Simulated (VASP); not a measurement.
# BaTiO3: electric field gradients with LDA

BaTiO3:

```xyz
5
Lattice="4.0073 0.0000 0.0000 0.0000 4.0073 0.0000 0.0000 0.0000 3.9672" Properties=species:S:1:pos:R:3 pbc="T T T"
Ba    2.0036    2.0036    1.9836
Ti    0.0000    0.0000    0.0000
O     2.0036    0.0000    0.0000
O     0.0000    2.0036    0.0000
O     0.0000    0.0000    1.9836
```

This cell differs from its parent crystal: zz strain of -1 %.

* Program: VASP 6.6.1
* Task: electric field gradients
* Functional: LDA
* Potentials or basis: VASP PAW LDA potentials, release 64 (Ba_sv, Ti_sv, O)
* Cutoff: 520 eV
* k mesh: 8 × 8 × 8
* Occupations: fermi-dirac, width 0.05 eV
* Spin: no spin polarisation
* Dipole correction: no
* Further INCAR settings: ALGO = Normal; EDIFF = 1e-08; NBANDS = 28

- Pressure: -5.8 GPa
- Band gap on the k mesh: 1.65 eV (least direct gap 1.78 eV)
- Largest electric field gradient by atom: Ba -1.5; Ti -9.4; O +22.5, +17.5 (each value once) V/Å²

Stress tensor (GPa, compression positive):
```
-6.43  0.00  0.00
 0.00 -6.43  0.00
 0.00  0.00 -4.46
```

Levels at points of the mesh, in eV from the valence-band top:
```tsv
k point	band 18	band 19	band 20	band 21	band 22	band 23
(0.00, 0.00, 0.00)	-0.15	-0.15	-0.13	1.65	1.67	1.67
(0.50, 0.00, 0.00)	-1.84	-0.73	-0.72	1.83	3.45	3.45
(0.50, 0.50, 0.00)	-0.93	-0.93	-0.12	3.46	3.46	3.86
(0.00, 0.00, 0.50)	-1.95	-0.74	-0.74	1.82	3.54	3.54
(0.50, 0.00, 0.50)	-0.85	-0.84	-0.09	3.46	3.55	3.92
(0.50, 0.50, 0.50)	-0.02	0.00	0.00	4.14	4.19	4.19
```

Electric field gradients, principal values (V/Å²):
```csv
atom,least,middle,greatest (by size)
1 Ba,0.745,0.745,-1.490
2 Ti,4.712,4.712,-9.425
3 O,-9.585,-12.884,22.469
4 O,-9.585,-12.884,22.469
5 O,-8.775,-8.775,17.549
```

Wall time 2.2 min on 1 thread of Intel(R) Xeon(R) Platinum 8488C (Sapphire Rapids), with other jobs on the host, peak memory 0.25 GiB.

Caveat: the cell differs from its parent crystal (zz strain of -1 %); the cell stands under tension; without QUAD_EFG the Cq values of the log hold for a quadrupole moment of 1 mb, not for the nuclei; spin-orbit coupling is left out, which moves the levels of the heavy elements. A k mesh can miss the band edges.
